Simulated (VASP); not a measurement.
# Fe: relaxation of cell and atoms with PBE+D3(BJ)

Fe:

```
Fe
1.0
     2.43416    0.00000    0.00000
    -1.21708    2.10804    0.00000
     0.00000    0.00000    3.84193
Fe
2
Direct
  0.66667 0.33333 0.75000
  0.33333 0.66667 0.25000
```

```
Program                : VASP 6.6.1
Task                   : relaxation of cell and atoms
Functional             : PBE
Dispersion             : D3(BJ)
Potentials or basis    : VASP PAW PBE potentials, release 64 (Fe)
Cutoff                 : 600 eV
k mesh                 : 12 × 12 × 7
Occupations            : fermi-dirac, width 0.05 eV
Spin                   : collinear spin, ferromagnetic start
Starting moments       : [3.0, 3.0] μB
Dipole correction      : no
Further INCAR settings : ALGO = Normal; EDIFF = 1e-06; IBRION = 2; EDIFFG = -0.01; NSW = 60; ISIF = 3
```

* Relaxed volume: 9.94 Å³/atom
* Relaxed cell: a = 2.438 Å, b = 2.438 Å, c = 3.864 Å, α = 90.00°, β = 90.00°, γ = 120.00°
* Space group after relaxing (to 0.05 Å): P6_3/mmc (No. 194)
* Energy gained by relaxing: 1.0 meV/atom
* Ionic steps: 5
* Pressure after relaxing: 0.1 GPa
* Band gap on the k mesh: zero (filled and empty bands overlap)
* Net moment: 0.00 μB per cell
* Valence electrons inside the program's atomic spheres: Fe 7.58
* Dispersion energy per atom: -0.410 eV

Stress tensor (GPa, compression positive):
```
0.12 0.00 0.00
0.00 0.12 0.00
0.00 0.00 0.03
```

The path:
| step | energy change (eV) | largest force (eV/Å) | pressure (GPa) | volume (Å³) |
| --- | --- | --- | --- | --- |
| 1 | 0.0000 | 0.0000 | 2.93 | 19.71 |
| 2 | 0.0036 | 0.0000 | -4.97 | 20.23 |
| 3 | -0.0018 | 0.0000 | -0.17 | 19.90 |
| 4 | -0.0018 | 0.0000 | -0.02 | 19.90 |
| 5 | -0.0019 | 0.0000 | 0.09 | 19.89 |

Final structure:
```xyz
2
Lattice="2.4378 0.0000 0.0000 -1.2189 2.1112 0.0000 0.0000 0.0000 3.8641" Properties=species:S:1:pos:R:3 pbc="T T T"
Fe    1.2189    0.7037    2.8981
Fe    0.0000    1.4075    0.9660
```

Levels at points of the mesh, in eV from the Fermi level:
Spin up:
```
           k point  band 5  band 6  band 7  band 8  band 9  band 10  band 11  band 12
(0.00, 0.00, 0.00)   -1.61   -1.25   -1.25   -0.88   -0.88     0.49     0.71     0.71
(0.50, 0.00, 0.00)   -2.03   -1.60   -1.13    0.83    1.06     1.09     2.74     4.95
```
Spin down:
```csv
k point,band 6,band 7,band 8,band 9,band 10,band 11
"(0.00, 0.00, 0.00)",-1.25,-1.25,-0.88,-0.88,0.49,0.71
"(0.50, 0.00, 0.00)",-1.60,-1.13,0.83,1.06,1.09,2.74
```

Wall time 2.4 min on 1 thread of Intel(R) Xeon(R) Platinum 8259CL CPU @ 2.50GHz (Skylake/Cascade Lake), with other jobs on the host, peak memory 0.19 GiB.

Caveat: the starting moments collapsed, and a magnetic state may lie lower; pairwise dispersion overbinds metals, which lowers pressure and volume.
